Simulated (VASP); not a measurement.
# La (Pm-3m) in VASP: notebook

The runs below take La through single point, relaxation of cell and atoms, with PBE.

Everything below comes from runs of VASP 6.6.1. Logs are shortened: lines on timing, memory, paths and dates and some standing lists are left out, and cuts for length are marked.

**1. The cell of the first run**

It takes space group Pm-3m (No. 221, cubic). The conventional cell has a = 2.972 Å, b = 2.972 Å, c = 2.972 Å, α = 90.00°, β = 90.00°, γ = 90.00°. Within 3.9 Å of La (site symmetry m-3m) lie 6 La at 2.97 Å.

**2. Single point, PBE**

The input, INCAR:

```
  ALGO = Normal
  EDIFF = 1E-7
  ENCUT = 520
  GGA = PE
  ISIF = 2
  ISMEAR = -1
  LASPH = T
  LCHARG = F
  LREAL = F
  LWAVE = F
  NBANDS = 12
  NELM = 100
  PREC = Accurate
  SIGMA = 0.1
```

The input, KPOINTS:

```
k-points
0
Gamma
  13 13 13
```

The input, POSCAR:

```
La
1.0
    2.9723629844      0.0000000000      0.0000000000
    0.0000000000      2.9723629844      0.0000000000
    0.0000000000      0.0000000000      2.9723629844
La
1
Direct
    0.0000000000      0.0000000000      0.0000000000
```

Potentials or basis: VASP PAW PBE potentials, release 64 (La).

On the command line:

```
cat potpaw_PBE.64/La/POTCAR > POTCAR
mpirun -np 1 vasp_std > vasp.out
```

OUTCAR:

```text
EDIFF = 1E-7
   ENCUT = 520
   GGA = PE
   ISIF = 2
   ISMEAR = -1
   LASPH = T
   LREAL = F
   NELM = 100
   PREC = Accurate

 ion  position               nearest neighbor table
   1  0.000  0.000  0.000-

  LATTYP: Found a simple cubic cell.
 ALAT       =     2.9723629844

  Lattice vectors:

 A1 = (   2.9723629844,   0.0000000000,   0.0000000000)
 A2 = (   0.0000000000,   2.9723629844,   0.0000000000)
 A3 = (   0.0000000000,   0.0000000000,   2.9723629844)

Analysis of symmetry for initial positions (statically):
=====================================================================
 Subroutine PRICEL returns:
 Original cell was already a primitive cell.

 Routine SETGRP: Setting up the symmetry group for a
 simple cubic supercell.

 Subroutine GETGRP returns: Found 48 space group operations
 (whereof 48 operations were pure point group operations)
 out of a pool of 48 trial point group operations.

The static configuration has the point symmetry O_h .

Analysis of symmetry for dynamics (positions and initial velocities):
=====================================================================
 Subroutine PRICEL returns:
 Original cell was already a primitive cell.

 Routine SETGRP: Setting up the symmetry group for a
 simple cubic supercell.

 Subroutine GETGRP returns: Found 48 space group operations
 (whereof 48 operations were pure point group operations)
 out of a pool of 48 trial point group operations.

The dynamic configuration has the point symmetry O_h .

 Subroutine INISYM returns: Found 48 space group operations
 (whereof 48 operations are pure point group operations),
 and found     1 'primitive' translations

----------------------------------------------------------------------------------------

                                     Primitive cell

  volume of cell :      26.2607

  direct lattice vectors                    reciprocal lattice vectors
     2.972362984  0.000000000  0.000000000     0.336432665  0.000000000  0.000000000
     0.000000000  2.972362984  0.000000000     0.000000000  0.336432665  0.000000000
     0.000000000  0.000000000  2.972362984     0.000000000  0.000000000  0.336432665

  length of vectors
     2.972362984  2.972362984  2.972362984     0.336432665  0.336432665  0.336432665

  position of ions in fractional coordinates (direct lattice)
     0.000000000  0.000000000  0.000000000

  ion indices of the primitive-cell ions
   primitive index   ion index
                 1           1

----------------------------------------------------------------------------------------

 KPOINTS: k-points

Automatic generation of k-mesh.
 Grid dimensions read from file:
 generate k-points for:   13   13   13

 Generating k-lattice:

  Cartesian coordinates                     Fractional coordinates (reciprocal lattice)
     0.025879436  0.000000000  0.000000000     0.076923077  0.000000000  0.000000000
     0.000000000  0.025879436  0.000000000     0.000000000  0.076923077  0.000000000
     0.000000000  0.000000000  0.025879436     0.000000000  0.000000000  0.076923077

  Length of vectors
     0.025879436  0.025879436  0.025879436

  Shift w.r.t. Gamma in fractional coordinates (k-lattice)
     0.000000000  0.000000000  0.000000000

 Subroutine IBZKPT returns following result:
 ===========================================

 Found     84 irreducible k-points:

 Following reciprocal coordinates:
            Coordinates               Weight
  0.000000  0.000000  0.000000      1.000000
  0.076923  0.000000  0.000000      6.000000
  0.153846  0.000000  0.000000      6.000000
  0.230769  0.000000  0.000000      6.000000
  0.307692  0.000000  0.000000      6.000000
  0.384615  0.000000  0.000000      6.000000
[... 16 lines left out ...]
  0.307692  0.307692  0.000000     12.000000
  0.384615  0.307692  0.000000     24.000000
 [... further k-points ...]
   k-points           NKPTS =     84   k-points in BZ     NKDIM =     84   number of bands    NBANDS=     12
   number of dos      NEDOS =    301   number of ions     NIONS =      1
   total plane-waves  NPLWV =  13824
   dimension x,y,z NGX =    24 NGY =   24 NGZ =   24
   dimension x,y,z NGXF=    48 NGYF=   48 NGZF=   48
   ions per type =               1
   NGX,Y,Z   is equivalent  to a cutoff of  13.42, 13.42, 13.42 a.u.
   NGXF,Y,Z  is equivalent  to a cutoff of  26.85, 26.85, 26.85 a.u.
 SYSTEM =  unknown system
   PREC   = accura    normal or accurate (medium, high low for compatibility)
   ISTART =      0    job   : 0-new  1-cont  2-samecut
   ICHARG =      2    charge: 1-file 2-atom 10-const
   ISPIN  =      1    spin polarized calculation?
   LNONCOLLINEAR =      F non collinear calculations
   LSORBIT =      F    spin-orbit coupling
   LASPH  =      T    aspherical Exc in radial PAW
   ENCUT  =  520.0 eV  38.22 Ry    6.18 a.u.   5.53  5.53  5.53*2*pi/ulx,y,z
   NELM   =    100;   NELMIN=  2; NELMDL= -5     # of ELM steps
   EDIFF  = 0.1E-06   stopping-criterion for ELM
   LREAL  =      F    real-space projection
   EDIFFG = 0.1E-05   stopping-criterion for IOM
   NSW    =      0    number of steps for IOM
   IBRION =     -1    ionic relax: 0-MD 1-quasi-New 2-CG
   NFREE  =      0    steps in history (QN), initial steepest desc. (CG)
   ISIF   =      2    stress and relaxation
   ISYM   =      2    0-nonsym 1-usesym 2-fastsym
   POTIM  = 0.5000    time-step for ionic-motion
   TEBEG  =    0.0;   TEEND  =   0.0 temperature during run
   PSTRESS=    0.0 pullay stress
   NELECT =      11.0000    total number of electrons
   NUPDOWN=      -1.0000    fix difference up-down
   EMIN   =  10.00;   EMAX   =-10.00  energy-range for DOS
   EFERMI =   0.00;   METHOD = LEGACY
   ISMEAR =    -1;   SIGMA  =   0.10  broadening in eV -4-tet -1-fermi 0-gaus
   EFERMI_NEDOS =   21; number of points for ismear=-14 and -15
   IALGO  =     38    algorithm
   IMIX   =      4    mixing-type and parameters
     AMIX     =   0.40;   BMIX     =  1.00
     AMIX_MAG =   1.60;   BMIX_MAG =  1.00
  volume/ion in A,a.u.               =      26.26       177.22
  Fermi-wavevector in a.u.,A,eV,Ry     =   1.224909  2.314743 20.414215  1.500402
  Thomas-Fermi vector in A             =   2.359966
   LORBIT       =      0    0 simple, 1 ext, 2 COOP (PROOUT), +10 PAW based schemes
   GGA     = PE    functional components
   LHFCALC =     F    Hartree Fock is set to
   AEXX    =    0.0000 exact exchange contribution
   IVDW    =     0    specifies the selected vdW correction
   LEPSILON=     F    determine dielectric tensor
   LRPA    =     F    only Hartree local field effects (RPA)
 non-spin polarized calculation
  energy-cutoff  :      520.00
  volume of cell :       26.26
 maximum number of plane-waves:       739
 NGX is ok and might be reduce to    24
   NGX = 11   NGY = 11   NGZ = 11

 number of electron      10.9999999 magnetization

 Free energy of the ion-electron system (eV)
  ---------------------------------------------------
  ext. energy  EPLUGINS =         0.00000000
  ---------------------------------------------------
  free energy    TOTEN  =        -4.02774850 eV

  energy without entropy =       -3.96693914  energy(sigma->0) =       -3.99734382

 E-fermi :  11.5838     XC(G=0): -11.0012

 val. band max:       11.5604935266   @ k =   0.3846   0.2308   0.2308
 cond. band min:      11.6070609003   @ k =   0.3846   0.3846   0.2308
 fundamental gap:      0.0465673737
 Fermi energy:        11.5837594234

 k-point     1 :       0.0000    0.0000    0.0000
  band No.  band energies     occupation
      1     -21.6744      2.00000
      2      -3.0603      2.00000
      3      -3.0603      2.00000
      4      -3.0603      2.00000
      5       9.3631      2.00000
      6       9.7915      2.00000
      7       9.7915      2.00000
      8      14.1699      0.00000
      9      14.1699      0.00000
     10      14.1699      0.00000
     11      14.6668      0.00000
     12      14.6668      0.00000

 k-point     2 :       0.0769    0.0000    0.0000
  band No.  band energies     occupation
      1     -21.6386      2.00000
      2      -3.3772      2.00000
      3      -3.0334      2.00000
      4      -3.0334      2.00000
      5       9.5251      2.00000
      6       9.8427      2.00000
      7      10.1907      2.00000
      8      14.1330      0.00000
      9      14.1817      0.00000
     10      14.1817      0.00000
     11      14.6213      0.00000
     12      14.6710      0.00000

 k-point     3 :       0.1538    0.0000    0.0000
  band No.  band energies     occupation
      1     -21.5373      2.00000
      2      -4.1723      2.00000
      3      -2.9578      2.00000
      4      -2.9578      2.00000
      5       9.7864      2.00000
      6       9.9919      2.00000
      7      11.4254      1.65944
      8      14.0232      0.00000
      9      14.2162      0.00000
     10      14.2162      0.00000
     11      14.4812      0.00000
     12      14.6844      0.00000
[... 286 lines left out ...]
 k-point    23 :       0.3077    0.3077    0.0000
  band No.  band energies     occupation
      1     -20.7767      2.00000
      2      -5.6495      2.00000
      3      -5.5904      2.00000
      4      -2.4123      2.00000
      5       9.9825      2.00000
      6      11.4845      1.45907
      7      13.5770      0.00000
      8      14.0249      0.00000
      9      14.1893      0.00000
     10      14.5230      0.00000
     11      14.6159      0.00000
     12      14.7058      0.00000

 k-point    24 :       0.3846    0.3077    0.0000
  band No.  band energies     occupation
      1     -20.6338      2.00000
      2      -6.2996      2.00000
      3      -5.4780      2.00000
      4      -2.3151      2.00000
      5       9.3224      2.00000
      6      11.8149      0.18043
      7      13.4448      0.00000
      8      13.9625      0.00000
      9      14.3783      0.00000
     10      14.4677      0.00000
     11      14.7239      0.00000
     12      14.7289      0.00000

 [... further k-points ...]

------------------------ aborting loop because EDIFF is reached ----------------------------------------

  FORCE on cell =-STRESS in cart. coord.  units (eV):
  Direction    XX          YY          ZZ          XY          YZ          ZX
  --------------------------------------------------------------------------------------
  -------------------------------------------------------------------------------------
  Total        2.4730827      2.4730827      2.4730827     -0.0000000      0.0000000      0.0000000
  in kB      150.8841765    150.8841765    150.8841765     -0.0000000      0.0000000      0.0000000
  external PRESSURE =     150.8841765 kB  Pullay stress =       0.0000000 kB

 VOLUME and BASIS-vectors are now :
 -----------------------------------------------------------------------------
  energy-cutoff  :      520.00
  volume of cell :       26.26
      direct lattice vectors                 reciprocal lattice vectors
     2.972362984  0.000000000  0.000000000     0.336432665  0.000000000  0.000000000
     0.000000000  2.972362984  0.000000000     0.000000000  0.336432665  0.000000000
     0.000000000  0.000000000  2.972362984     0.000000000  0.000000000  0.336432665

 POSITION                                       TOTAL-FORCE (eV/Angst)
 -----------------------------------------------------------------------------------
      0.00000      0.00000      0.00000         0.000000      0.000000      0.000000
 -----------------------------------------------------------------------------------
    total drift:                               -0.000000      0.000000      0.000000

  FREE ENERGIE OF THE ION-ELECTRON SYSTEM (eV)
  ---------------------------------------------------
  free  energy   TOTEN  =        -4.0277484970 eV

  energy  without entropy=       -3.9669391411  energy(sigma->0) =       -3.99734382
```

Run time: 20 s. Hardware: 1 thread of Intel Xeon Platinum 8259CL at 2.50GHz (Skylake/Cascade Lake), shared host; peak memory 0.16 GiB.

What came out:

| Property | Result |
| --- | --- |
| Free energy | -4.0277 eV |
| Pressure | 15.1 GPa |

Caveat: spin-orbit coupling is left out, which moves the levels of the heavy elements.

[end of part 1 of 2]
